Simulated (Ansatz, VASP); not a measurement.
## Cd2S: VASP beside Ansatz

The input POSCAR:

```
Cd2S
1.0
    3.9626700490      0.0000000000      0.0000000000
   -1.9813350245      3.4317729293      0.0000000000
    0.0000000000      0.0000000000      5.8091920000
Cd S
2 1
Direct
    0.3333333333      0.6666666667      0.9327170000
    0.6666666667      0.3333333333      0.5787350000
    0.3333333333      0.6666666667      0.3657050000
```

Contents of INCAR.step1:

```
ALGO = Normal ; EDIFF = 1E-5
ENCUT = 520 ; GGA = PE
ISIF = 2 ; ISMEAR = -1
LASPH = True ; LREAL = False
LWAVE = True ; NBANDS = 22
NELM = 60 ; PREC = Accurate
SIGMA = 0.05
```

Contents of INCAR.step2:

```
AEXX = 0.1 ; ALGO = Normal
EDIFF = 1E-7 ; ENCUT = 520
ISIF = 2 ; ISMEAR = -1
ISTART = 1 ; LASPH = True
LCHARG = True ; LELF = True
LHFCALC = True ; LMIXTAU = True
LREAL = False ; LVHAR = True
LWAVE = False ; METAGGA = R2SCAN
NBANDS = 22 ; NELM = 60
PREC = Accurate ; PRECFOCK = Normal
SIGMA = 0.05
```

The input KPOINTS:

```
k-points
0
Gamma
  5 5 3
```

File input.yaml:

```yaml
crystal:
  lattice:
    - [3.962670049, 0.0, 0.0]
    - [-1.9813350245, 3.4317729293, 0.0]
    - [0.0, 0.0, 5.809192]
  atoms:
    - { symbol: Cd, position: [0.3333333333, 0.6666666667, 0.932717] }
    - { symbol: Cd, position: [0.6666666667, 0.3333333333, 0.578735] }
    - { symbol: S, position: [0.3333333333, 0.6666666667, 0.365705] }
hamiltonian:
  xc: { exchange: r2scan, correlation: r2scan, exx: { coeff: 0.1 } }
  pseudopotentials: { kind: paw }
kpoints:
  mp_grid: { grid: [5, 5, 3] }
scf:
  occupations: { method: fermi_dirac, width: 0.05 }
output:
  forces: true
  stress: true
  eigenvalues: true
```

Alike in both runs: task single point; functional r2SCAN-based global hybrid with a share of 0.1 of exact exchange; k mesh 5 × 5 × 3; occupations fermi-dirac, width 0.05 eV; no spin polarisation.

```csv
,VASP,Ansatz
version,VASP 6.6.1,Ansatz 0.2.0
potentials or method,"VASP PAW PBE potentials, release 64 (Cd, S)",Ansatz PAW
plane-wave cutoff (eV),520,500
valence electrons in the cell,30,46
```

Ansatz gave:

```
gap on the k mesh at the Fermi level (eV)                     : 1.50
least direct gap on the mesh (eV)                             : 1.72
pressure (GPa)                                                : -2.1
traceless stress, the component that is largest in VASP (GPa) : -0.37
rms of the force components (eV/Å)                            : 0.039
```

Q: What did VASP give for the same quantities?

A: gap on the k mesh at the Fermi level (eV): 1.53; least direct gap on the mesh (eV): 1.75; pressure (GPa): -1.9; traceless stress, the component that is largest in VASP (GPa): -0.30; rms of the force components (eV/Å): 0.030.

VASP's potentials were made for PBE, not for r2SCAN-based global hybrid. Atom by atom the forces differ by 0.010 eV/Å (rms over components). VASP's potentials hold 30 valence electrons a cell and Ansatz's 46, so a difference there can come from the potentials and not from the codes.

Noted on Ansatz's run: odd divisions of the mesh miss points on the zone boundary, where band edges often lie, so the gap on the mesh can be too wide.
